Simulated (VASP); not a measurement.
# As (P4/mmm) in VASP: single point with PBE

Aim: the single point of As with PBE.

All numbers are computed with VASP 6.6.1; they aren't measurements. Logs are shortened: lines on timing, memory, paths and dates and some standing lists are left out, and cuts for length are marked.

## Step 1: The cell of the first run

Symmetry: P4/mmm, No. 123, tetragonal system. Conventional cell: a = 2.839 Å, b = 2.839 Å, c = 2.568 Å, α = 90.00°, β = 90.00°, γ = 90.00°. As (site symmetry 4/mmm) has 6 As at 2.57 to 2.84 Å within 3.4 Å.

## Step 2: Single point, PBE (strain +0.050 along x and y, -0.050 along z)

INCAR

```
ALGO = Normal ; EDIFF = 1E-6
ENCUT = 520 ; GGA = PE
ISIF = 2 ; ISMEAR = 0
LASPH = True ; LCHARG = False
LREAL = False ; LWAVE = False
NBANDS = 8 ; NELM = 60
PREC = Accurate ; SIGMA = 0.15
```

KPOINTS

```
k-points
0
Gamma
  18 18 18
```

POSCAR

```
As
1.0
    2.8388658316      0.0000000000      0.0000000000
    0.0000000000      2.8388658316      0.0000000000
    0.0000000000      0.0000000000      2.5684976572
As
1
Direct
    0.5000000000      0.5000000000      0.5000000000
```

Potentials or basis: VASP PAW PBE potentials, release 64 (As).

Command:

```console
$ cat potpaw_PBE.64/As/POTCAR > POTCAR
$ mpirun -np 1 vasp_std > vasp.out
```

OUTCAR:

```text
EDIFF = 1E-6
   ENCUT = 520
   GGA = PE
   ISIF = 2
   ISMEAR = 0
   LASPH = True
   LREAL = False
   NELM = 60
   PREC = Accurate

 ion  position               nearest neighbor table
   1  0.500  0.500  0.500-

  LATTYP: Found a simple tetragonal cell.
 ALAT       =     2.8388658316
 C/A-ratio  =     0.9047619048

  Lattice vectors:

 A1 = (   2.8388658316,   0.0000000000,   0.0000000000)
 A2 = (   0.0000000000,   2.8388658316,   0.0000000000)
 A3 = (   0.0000000000,   0.0000000000,   2.5684976572)

Analysis of symmetry for initial positions (statically):
=====================================================================
 Subroutine PRICEL returns:
 Original cell was already a primitive cell.

 Routine SETGRP: Setting up the symmetry group for a
 simple tetragonal supercell.

 Subroutine GETGRP returns: Found 16 space group operations
 (whereof 16 operations were pure point group operations)
 out of a pool of 16 trial point group operations.

The static configuration has the point symmetry D_4h.

Analysis of symmetry for dynamics (positions and initial velocities):
=====================================================================
 Subroutine PRICEL returns:
 Original cell was already a primitive cell.

 Routine SETGRP: Setting up the symmetry group for a
 simple tetragonal supercell.

 Subroutine GETGRP returns: Found 16 space group operations
 (whereof 16 operations were pure point group operations)
 out of a pool of 16 trial point group operations.

The dynamic configuration has the point symmetry D_4h.

 Subroutine INISYM returns: Found 16 space group operations
 (whereof 16 operations are pure point group operations),
 and found     1 'primitive' translations

----------------------------------------------------------------------------------------

                                     Primitive cell

  volume of cell :      20.6999

  direct lattice vectors                    reciprocal lattice vectors
     2.838865832  0.000000000  0.000000000     0.352253350  0.000000000  0.000000000
     0.000000000  2.838865832  0.000000000     0.000000000  0.352253350  0.000000000
     0.000000000  0.000000000  2.568497657     0.000000000  0.000000000  0.389332650

  length of vectors
     2.838865832  2.838865832  2.568497657     0.352253350  0.352253350  0.389332650

  position of ions in fractional coordinates (direct lattice)
     0.500000000  0.500000000  0.500000000

[... 76 lines left out ...]
   LREAL  =      F    real-space projection
   EDIFFG = 0.1E-04   stopping-criterion for IOM
   NSW    =      0    number of steps for IOM
   IBRION =     -1    ionic relax: 0-MD 1-quasi-New 2-CG
   NFREE  =      0    steps in history (QN), initial steepest desc. (CG)
   ISIF   =      2    stress and relaxation
   ISYM   =      2    0-nonsym 1-usesym 2-fastsym
   POTIM  = 0.5000    time-step for ionic-motion
   TEBEG  =    0.0;   TEEND  =   0.0 temperature during run
   PSTRESS=    0.0 pullay stress
   NELECT =       5.0000    total number of electrons
   NUPDOWN=      -1.0000    fix difference up-down
   EMIN   =  10.00;   EMAX   =-10.00  energy-range for DOS
   EFERMI =   0.00;   METHOD = LEGACY
   ISMEAR =     0;   SIGMA  =   0.15  broadening in eV -4-tet -1-fermi 0-gaus
   EFERMI_NEDOS =   21; number of points for ismear=-14 and -15
   IALGO  =     38    algorithm
   IMIX   =      4    mixing-type and parameters
     AMIX     =   0.40;   BMIX     =  1.00
     AMIX_MAG =   1.60;   BMIX_MAG =  1.00
  volume/ion in A,a.u.               =      20.70       139.69
  Fermi-wavevector in a.u.,A,eV,Ry     =   1.019550  1.926670 14.143014  1.039482
  Thomas-Fermi vector in A             =   2.153070
   LORBIT       =      0    0 simple, 1 ext, 2 COOP (PROOUT), +10 PAW based schemes
   GGA     = PE    functional components
   LHFCALC =     F    Hartree Fock is set to
   AEXX    =    0.0000 exact exchange contribution
   IVDW    =     0    specifies the selected vdW correction
   LEPSILON=     F    determine dielectric tensor
   LRPA    =     F    only Hartree local field effects (RPA)
 non-spin polarized calculation
 Gauss-broadening in eV      SIGMA  =   0.15
  energy-cutoff  :      520.00
  volume of cell :       20.70
 maximum number of plane-waves:       576
 NGX is ok and might be reduce to    24
   NGX = 11   NGY = 11   NGZ =  9

 number of electron       5.0000000 magnetization

 Free energy of the ion-electron system (eV)
  ---------------------------------------------------
  ext. energy  EPLUGINS =         0.00000000
  ---------------------------------------------------
  free energy    TOTEN  =        -4.48175773 eV

  energy without entropy =       -4.47530644  energy(sigma->0) =       -4.47853208

 E-fermi :   5.4107     XC(G=0): -10.2228

 val. band max:        5.4079741482   @ k =   0.5000   0.2778   0.2778
 cond. band min:       5.4231899689   @ k =   0.2778   0.1111   0.4444
 fundamental gap:      0.0152158207
 Fermi energy:         5.4107262927

 k-point     1 :       0.0000    0.0000    0.0000
  band No.  band energies     occupation
      1      -9.2487      2.00000
      2       8.2690      0.00000
      3       8.2690      0.00000
      4      11.7585      0.00000
      5      13.1259      0.00000
      6      13.2950      0.00000
      7      17.0667      0.00000
      8      27.8951      0.00000
[... 243 lines left out ...]
 k-point    24 :       0.3333    0.1111    0.0000
  band No.  band energies     occupation
      1      -7.4890      2.00000
      2       0.9574      2.00000
      3       7.6444      0.00000
      4      13.1232      0.00000
      5      16.3975      0.00000
      6      17.2320      0.00000
      7      19.5423      0.00000
      8      23.6397      0.00000

 [... further k-points ...]

------------------------ aborting loop because EDIFF is reached ----------------------------------------

  FORCE on cell =-STRESS in cart. coord.  units (eV):
  Direction    XX          YY          ZZ          XY          YZ          ZX
  --------------------------------------------------------------------------------------
  -------------------------------------------------------------------------------------
  Total       -0.7499463     -0.7499463      1.6099109      0.0000000     -0.0000000     -0.0000000
  in kB      -58.0459396    -58.0459396    124.6073088      0.0000000     -0.0000000     -0.0000000
  external PRESSURE =       2.8384765 kB  Pullay stress =       0.0000000 kB

 VOLUME and BASIS-vectors are now :
 -----------------------------------------------------------------------------
  energy-cutoff  :      520.00
  volume of cell :       20.70
      direct lattice vectors                 reciprocal lattice vectors
     2.838865832  0.000000000  0.000000000     0.352253350  0.000000000  0.000000000
     0.000000000  2.838865832  0.000000000     0.000000000  0.352253350  0.000000000
     0.000000000  0.000000000  2.568497657     0.000000000  0.000000000  0.389332650

 POSITION                                       TOTAL-FORCE (eV/Angst)
 -----------------------------------------------------------------------------------
      1.41943      1.41943      1.28425         0.000000      0.000000      0.000000
 -----------------------------------------------------------------------------------
    total drift:                                0.000000     -0.000000     -0.000000

  FREE ENERGIE OF THE ION-ELECTRON SYSTEM (eV)
  ---------------------------------------------------
  free  energy   TOTEN  =        -4.4817577275 eV

  energy  without entropy=       -4.4753064414  energy(sigma->0) =       -4.47853208
```

OSZICAR:

```text
N       E                     dE             d eps       ncg     rms          rms(c)
DAV:   1     0.847414594871E+01    0.84741E+01   -0.20403E+03  8864   0.454E+02
DAV:   2    -0.431839169573E+01   -0.12793E+02   -0.12363E+02 11656   0.594E+01
DAV:   3    -0.447755670505E+01   -0.15917E+00   -0.15838E+00 10296   0.911E+00
DAV:   4    -0.447773506674E+01   -0.17836E-03   -0.17836E-03 13232   0.342E-01
DAV:   5    -0.447773515470E+01   -0.87968E-07   -0.88189E-07 10536   0.469E-03    0.201E+00
DAV:   6    -0.447989416536E+01   -0.21590E-02   -0.10167E-03 11144   0.216E-01    0.119E+00
DAV:   7    -0.448169924661E+01   -0.18051E-02   -0.25107E-03  9704   0.338E-01    0.740E-02
DAV:   8    -0.448175531045E+01   -0.56064E-04   -0.11613E-04 11488   0.748E-02    0.568E-03
DAV:   9    -0.448175765162E+01   -0.23412E-05   -0.23301E-06 11424   0.108E-02    0.369E-03
DAV:  10    -0.448175772752E+01   -0.75904E-07   -0.10294E-06 10464   0.610E-03
   1 F= -.44817577E+01 E0= -.44785321E+01  d E =-.645129E-02
```

Wall time 24 s (1 thread of Intel Xeon 6975P-C, shared host); peak memory 0.21 GiB.

Results:

```
Free energy : -4.4818 eV
Pressure    : 0.3 GPa
```

Levels at points of the mesh, in eV from the Fermi level:
| k point | band 1 | band 2 | band 3 | band 4 | band 5 | band 6 |
| --- | --- | --- | --- | --- | --- | --- |
| (0.00, 0.00, 0.00) | -14.66 | 2.86 | 2.86 | 6.35 | 7.72 | 7.88 |
| (0.50, 0.00, 0.00) | -12.20 | -6.53 | 4.65 | 8.10 | 10.41 | 13.43 |
| (0.50, 0.50, 0.00) | -9.71 | -4.30 | -4.30 | 2.52 | 9.74 | 16.77 |
| (0.00, 0.00, 0.50) | -10.61 | -6.79 | 5.84 | 5.84 | 11.20 | 12.83 |
| (0.50, 0.00, 0.50) | -7.98 | -4.75 | -3.11 | 2.86 | 7.50 | 15.62 |
| (0.50, 0.50, 0.50) | -5.17 | -2.91 | -1.12 | -1.12 | 5.74 | 5.74 |

Caveat: the cell differs from its parent crystal (strain +0.050 along x and y, -0.050 along z).
